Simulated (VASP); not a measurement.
# Sn2As (I4/mmm) in VASP: single point with PBE

Aim: the single point of Sn2As with PBE.

Everything below comes from runs of VASP 6.6.1. Logs are shortened: lines on timing, memory, paths and dates and some standing lists are left out, and cuts for length are marked.

## Step 1: The cell of the first run

It takes space group I4/mmm (No. 139, tetragonal). Conventional cell: a = 3.662 Å, b = 3.662 Å, c = 11.351 Å, α = 90.00°, β = 90.00°, γ = 90.00°. Sn (site symmetry 4mm) has 5 As at 3.05 to 4.06 Å and 9 Sn at 3.23 to 3.66 Å within 4.1 Å. As (site symmetry 4/mmm) has 10 Sn at 3.05 to 4.06 Å and 4 As at 3.66 Å within 4.1 Å.

## Step 2: Single point, PBE

Input file INCAR:

```
PREC = Accurate ; ENCUT = 520
EDIFF = 1E-7 ; ISMEAR = 0
SIGMA = 0.1 ; LREAL = F
LASPH = T ; NELM = 80
ALGO = Fast ; ISIF = 2
LWAVE = F ; LCHARG = T
GGA = PE ; LELF = T
LVHAR = T ; NBANDS = 24
```

Input file KPOINTS:

```
Automatic mesh
0
Gamma
  16 16 16
```

Input file POSCAR:

```
Sn2As
1.0
   -1.8309276956      1.8309276956      5.6757227668
    1.8309276956     -1.8309276956      5.6757227668
    1.8309276956      1.8309276956     -5.6757227668
Sn As
2 1
Direct
    0.6421591792      0.6421591792      0.0000000000
    0.3578408208      0.3578408208      0.0000000000
    0.0000000000      0.0000000000      0.0000000000
```

Potentials or basis: VASP PAW PBE potentials, release 64 (Sn_d, As).

Launch:

```bash
cat potpaw_PBE.64/Sn_d/POTCAR potpaw_PBE.64/As/POTCAR > POTCAR
mpirun -np 1 vasp_std > vasp.out
```

OUTCAR:

```text
PREC = Accurate
   ENCUT = 520
   EDIFF = 1E-7
   ISMEAR = 0
   LREAL = F
   LASPH = T
   NELM = 80
   ISIF = 2
   GGA = PE

 ion  position               nearest neighbor table
   1  0.642  0.642  0.000-   3 3.05   3 3.05   3 3.05   3 3.05   2 3.23   2 3.56   2 3.56   2 3.56
                             2 3.56
   2  0.358  0.358  0.000-   3 3.05   3 3.05   3 3.05   3 3.05   1 3.23   1 3.56   1 3.56   1 3.56
                             1 3.56
   3  0.000  0.000  0.000-   1 3.05   1 3.05   1 3.05   2 3.05   1 3.05   2 3.05   2 3.05   2 3.05

  LATTYP: Found a body centered tetragonal cell.
 ALAT       =     3.6618553912
 C/A-ratio  =     3.0999163869

  Lattice vectors:

 A1 = (  -1.8309276956,   1.8309276956,   5.6757227668)
 A2 = (   1.8309276956,  -1.8309276956,   5.6757227668)
 A3 = (   1.8309276956,   1.8309276956,  -5.6757227668)

Analysis of symmetry for initial positions (statically):
=====================================================================
 Subroutine PRICEL returns:
 Original cell was already a primitive cell.

 Routine SETGRP: Setting up the symmetry group for a
 body centered tetragonal supercell.

 Subroutine GETGRP returns: Found 16 space group operations
 (whereof 16 operations were pure point group operations)
 out of a pool of 16 trial point group operations.

The static configuration has the point symmetry D_4h.

Analysis of symmetry for dynamics (positions and initial velocities):
=====================================================================
 Subroutine PRICEL returns:
 Original cell was already a primitive cell.

 Routine SETGRP: Setting up the symmetry group for a
 body centered tetragonal supercell.

 Subroutine GETGRP returns: Found 16 space group operations
 (whereof 16 operations were pure point group operations)
 out of a pool of 16 trial point group operations.

The dynamic configuration has the point symmetry D_4h.

 Subroutine INISYM returns: Found 16 space group operations
 (whereof 16 operations are pure point group operations),
 and found     1 'primitive' translations

----------------------------------------------------------------------------------------

                                     Primitive cell

  volume of cell :      76.1068

  direct lattice vectors                    reciprocal lattice vectors
    -1.830927696  1.830927696  5.675722767     0.000000000  0.273085606  0.088094507
     1.830927696 -1.830927696  5.675722767     0.273085606  0.000000000  0.088094507
     1.830927696  1.830927696 -5.675722767     0.273085606  0.273085606  0.000000000

  length of vectors
     6.238463062  6.238463062  6.238463062     0.286943184  0.286943184  0.386201368

  position of ions in fractional coordinates (direct lattice)
     0.642159179  0.642159179  0.000000000
     0.357840821  0.357840821  0.000000000
     0.000000000  0.000000000  0.000000000

  ion indices of the primitive-cell ions
   primitive index   ion index
                 1           1
                 2           2
                 3           3

----------------------------------------------------------------------------------------

 KPOINTS: Automatic mesh

Automatic generation of k-mesh.
 Grid dimensions read from file:
 generate k-points for:   16   16   16

 Generating k-lattice:

  Cartesian coordinates                     Fractional coordinates (reciprocal lattice)
     0.000000000  0.017067850  0.005505907     0.062500000  0.000000000  0.000000000
     0.017067850  0.000000000  0.005505907     0.000000000  0.062500000  0.000000000
     0.017067850  0.017067850  0.000000000     0.000000000  0.000000000  0.062500000

  Length of vectors
     0.017933949  0.017933949  0.024137586

  Shift w.r.t. Gamma in fractional coordinates (k-lattice)
     0.000000000  0.000000000  0.000000000

 Subroutine IBZKPT returns following result:
 ===========================================

 Found    349 irreducible k-points:

 Following reciprocal coordinates:
            Coordinates               Weight
  0.000000  0.000000  0.000000      1.000000
  0.062500 -0.000000  0.000000      8.000000
  0.125000 -0.000000  0.000000      8.000000
  0.187500 -0.000000  0.000000      8.000000
  0.250000 -0.000000  0.000000      8.000000
  0.312500 -0.000000  0.000000      8.000000
[... 16 lines left out ...]
 -0.125000  0.062500 -0.000000     16.000000
 -0.062500  0.062500  0.000000      4.000000
 [... further k-points ...]
   k-points           NKPTS =    349   k-points in BZ     NKDIM =    349   number of bands    NBANDS=     24
   number of dos      NEDOS =    301   number of ions     NIONS =      3
   total plane-waves  NPLWV = 110592
   dimension x,y,z NGX =    48 NGY =   48 NGZ =   48
   dimension x,y,z NGXF=    96 NGYF=   96 NGZF=   96
   ions per type =               2   1
   NGX,Y,Z   is equivalent  to a cutoff of  12.79, 12.79, 12.79 a.u.
   NGXF,Y,Z  is equivalent  to a cutoff of  25.58, 25.58, 25.58 a.u.
 SYSTEM =  unknown system
   PREC   = accura    normal or accurate (medium, high low for compatibility)
   ISTART =      0    job   : 0-new  1-cont  2-samecut
   ICHARG =      2    charge: 1-file 2-atom 10-const
   ISPIN  =      1    spin polarized calculation?
   LNONCOLLINEAR =      F non collinear calculations
   LSORBIT =      F    spin-orbit coupling
   LASPH  =      T    aspherical Exc in radial PAW
   ENCUT  =  520.0 eV  38.22 Ry    6.18 a.u.  11.60 11.60 11.60*2*pi/ulx,y,z
   NELM   =     80;   NELMIN=  2; NELMDL= -5     # of ELM steps
   EDIFF  = 0.1E-06   stopping-criterion for ELM
   LREAL  =      F    real-space projection
   EDIFFG = 0.1E-05   stopping-criterion for IOM
   NSW    =      0    number of steps for IOM
   IBRION =     -1    ionic relax: 0-MD 1-quasi-New 2-CG
   NFREE  =      0    steps in history (QN), initial steepest desc. (CG)
   ISIF   =      2    stress and relaxation
   ISYM   =      2    0-nonsym 1-usesym 2-fastsym
   POTIM  = 0.5000    time-step for ionic-motion
   TEBEG  =    0.0;   TEEND  =   0.0 temperature during run
   PSTRESS=    0.0 pullay stress
   NELECT =      33.0000    total number of electrons
   NUPDOWN=      -1.0000    fix difference up-down
   EMIN   =  10.00;   EMAX   =-10.00  energy-range for DOS
   EFERMI =   0.00;   METHOD = LEGACY
   ISMEAR =     0;   SIGMA  =   0.10  broadening in eV -4-tet -1-fermi 0-gaus
   EFERMI_NEDOS =   21; number of points for ismear=-14 and -15
   IALGO  =     68    algorithm
   IMIX   =      4    mixing-type and parameters
     AMIX     =   0.40;   BMIX     =  1.00
     AMIX_MAG =   1.60;   BMIX_MAG =  1.00
  volume/ion in A,a.u.               =      25.37       171.20
  Fermi-wavevector in a.u.,A,eV,Ry     =   1.239096  2.341552 20.889826  1.535359
  Thomas-Fermi vector in A             =   2.373594
   LORBIT       =      0    0 simple, 1 ext, 2 COOP (PROOUT), +10 PAW based schemes
   GGA     = PE    functional components
   LHFCALC =     F    Hartree Fock is set to
   AEXX    =    0.0000 exact exchange contribution
   IVDW    =     0    specifies the selected vdW correction
   LEPSILON=     F    determine dielectric tensor
   LRPA    =     F    only Hartree local field effects (RPA)
 non-spin polarized calculation
 RMM-DIIS sequential band-by-band and
 Gauss-broadening in eV      SIGMA  =   0.10
  energy-cutoff  :      520.00
  volume of cell :       76.11
 maximum number of plane-waves:      2078
   NGX = 23   NGY = 23   NGZ = 23

 number of electron      33.0000000 magnetization

 Free energy of the ion-electron system (eV)
  ---------------------------------------------------
  ext. energy  EPLUGINS =         0.00000000
  ---------------------------------------------------
  free energy    TOTEN  =       -12.13359969 eV

  energy without entropy =      -12.12718892  energy(sigma->0) =      -12.13039430

 E-fermi :   7.1844     XC(G=0): -10.2614

 val. band max:        7.1836993697   @ k =   0.3750   0.3750   0.1250
 cond. band min:       7.1907895111   @ k =  -0.4375   0.1250   0.0625
 fundamental gap:      0.0070901414
 Fermi energy:         7.1843541882

 k-point     1 :       0.0000    0.0000    0.0000
  band No.  band energies     occupation
      1     -14.3978      2.00000
      2     -14.3910      2.00000
      3     -14.3780      2.00000
      4     -14.3336      2.00000
      5     -14.3312      2.00000
      6     -14.3312      2.00000
[... 16 lines left out ...]
     23      14.3229      0.00000
     24      14.7153      0.00000

 k-point     2 :       0.0625   -0.0000    0.0000
  band No.  band energies     occupation
      1     -14.3959      2.00000
      2     -14.3911      2.00000
      3     -14.3764      2.00000
      4     -14.3359      2.00000
      5     -14.3330      2.00000
      6     -14.3323      2.00000
[... 16 lines left out ...]
     23      14.1400      0.00000
     24      14.5323      0.00000

 k-point     3 :       0.1250   -0.0000    0.0000
  band No.  band energies     occupation
      1     -14.3925      2.00000
      2     -14.3899      2.00000
      3     -14.3716      2.00000
      4     -14.3413      2.00000
      5     -14.3379      2.00000
      6     -14.3343      2.00000
[... 16 lines left out ...]
     23      14.1165      0.00000
     24      14.1937      0.00000

 k-point     4 :       0.1875   -0.0000    0.0000
  band No.  band energies     occupation
      1     -14.3939      2.00000
      2     -14.3821      2.00000
      3     -14.3650      2.00000
      4     -14.3472      2.00000
      5     -14.3443      2.00000
      6     -14.3372      2.00000
[... 16 lines left out ...]
     23      13.7996      0.00000
     24      14.8955      0.00000

 k-point     5 :       0.2500   -0.0000    0.0000
  band No.  band energies     occupation
      1     -14.3958      2.00000
      2     -14.3732      2.00000
      3     -14.3605      2.00000
      4     -14.3526      2.00000
      5     -14.3488      2.00000
      6     -14.3411      2.00000
[... 16 lines left out ...]
     23      14.2537      0.00000
     24      15.3540      0.00000

 k-point     6 :       0.3125   -0.0000    0.0000
  band No.  band energies     occupation
      1     -14.3977      2.00000
      2     -14.3689      2.00000
      3     -14.3599      2.00000
      4     -14.3568      2.00000
      5     -14.3465      2.00000
      6     -14.3454      2.00000
[... 16 lines left out ...]
     23      14.4873      0.00000
     24      15.6726      0.00000
[... 379 lines left out ...]
 k-point    21 :      -0.2500    0.0625    0.0000
  band No.  band energies     occupation
      1     -14.3930      2.00000
      2     -14.3715      2.00000
      3     -14.3601      2.00000
      4     -14.3541      2.00000
      5     -14.3449      2.00000
      6     -14.3399      2.00000
[... 16 lines left out ...]
     23      14.5228      0.00000
     24      15.5687      0.00000

 k-point    22 :      -0.1875    0.0625   -0.0000
  band No.  band energies     occupation
      1     -14.3912      2.00000
      2     -14.3803      2.00000
      3     -14.3639      2.00000
      4     -14.3495      2.00000
      5     -14.3400      2.00000
      6     -14.3359      2.00000
[... 16 lines left out ...]
     23      13.9661      0.00000
     24      15.1278      0.00000

 k-point    23 :      -0.1250    0.0625   -0.0000
  band No.  band energies     occupation
      1     -14.3902      2.00000
      2     -14.3882      2.00000
      3     -14.3705      2.00000
      4     -14.3432      2.00000
      5     -14.3347      2.00000
      6     -14.3328      2.00000
[... 16 lines left out ...]
     23      14.0955      0.00000
     24      14.3460      0.00000

 k-point    24 :      -0.0625    0.0625    0.0000
  band No.  band energies     occupation
      1     -14.3938      2.00000
      2     -14.3903      2.00000
      3     -14.3750      2.00000
      4     -14.3379      2.00000
      5     -14.3322      2.00000
      6     -14.3314      2.00000
[... 16 lines left out ...]
     23      14.2744      0.00000
     24      14.3864      0.00000

 [... further k-points ...]

------------------------ aborting loop because EDIFF is reached ----------------------------------------

  FORCE on cell =-STRESS in cart. coord.  units (eV):
  Direction    XX          YY          ZZ          XY          YZ          ZX
  --------------------------------------------------------------------------------------
  -------------------------------------------------------------------------------------
  Total        0.0085866      0.0085866      0.0103645      0.0000000      0.0000000      0.0000000
  in kB        0.1807632      0.1807632      0.2181895      0.0000000      0.0000000      0.0000000
  external PRESSURE =       0.1932387 kB  Pullay stress =       0.0000000 kB

 VOLUME and BASIS-vectors are now :
 -----------------------------------------------------------------------------
  energy-cutoff  :      520.00
  volume of cell :       76.11
      direct lattice vectors                 reciprocal lattice vectors
    -1.830927696  1.830927696  5.675722767     0.000000000  0.273085606  0.088094507
     1.830927696 -1.830927696  5.675722767     0.273085606  0.000000000  0.088094507
     1.830927696  1.830927696 -5.675722767     0.273085606  0.273085606  0.000000000

 POSITION                                       TOTAL-FORCE (eV/Angst)
 -----------------------------------------------------------------------------------
      0.00000      0.00000      7.28943         0.000000      0.000000      0.007410
      0.00000      0.00000      4.06201        -0.000000     -0.000000     -0.007410
      0.00000      0.00000      0.00000        -0.000000     -0.000000      0.000000
 -----------------------------------------------------------------------------------
    total drift:                               -0.000000      0.000000      0.000000

  FREE ENERGIE OF THE ION-ELECTRON SYSTEM (eV)
  ---------------------------------------------------
  free  energy   TOTEN  =       -12.1335996871 eV

  energy  without entropy=      -12.1271889155  energy(sigma->0) =      -12.13039430
```

Wall time 13 min (1 thread of Intel Xeon 6975P-C (Granite Rapids), shared host); peak memory 0.75 GiB.

What came out:

```
Free energy            : -12.1336 eV
Pressure               : 0.0 GPa
Largest force          : 0.007 eV/Å
Band gap on the k mesh : zero (an odd number of electrons rules out a gap without spin polarisation)
```

Forces in eV/Å, atoms in the order of the input:
```
Sn   0.000  0.000  0.007
Sn   0.000  0.000 -0.007
As   0.000  0.000  0.000
```

Levels at points of the mesh, in eV from the Fermi level:
```tsv
k point	band 14	band 15	band 16	band 17	band 18	band 19
(0.00, 0.00, 0.00)	-1.31	-1.04	-1.04	0.86	2.07	2.07
(0.50, 0.00, 0.00)	-4.62	-1.58	-0.66	0.44	2.90	3.05
(0.50, 0.50, 0.00)	-4.82	-4.50	-2.32	-1.30	-0.47	0.10
(0.50, 0.50, 0.50)	-1.37	-1.37	-1.13	1.95	3.81	3.94
```

Caveat: spin-orbit coupling is left out, which moves the levels of the heavy elements.
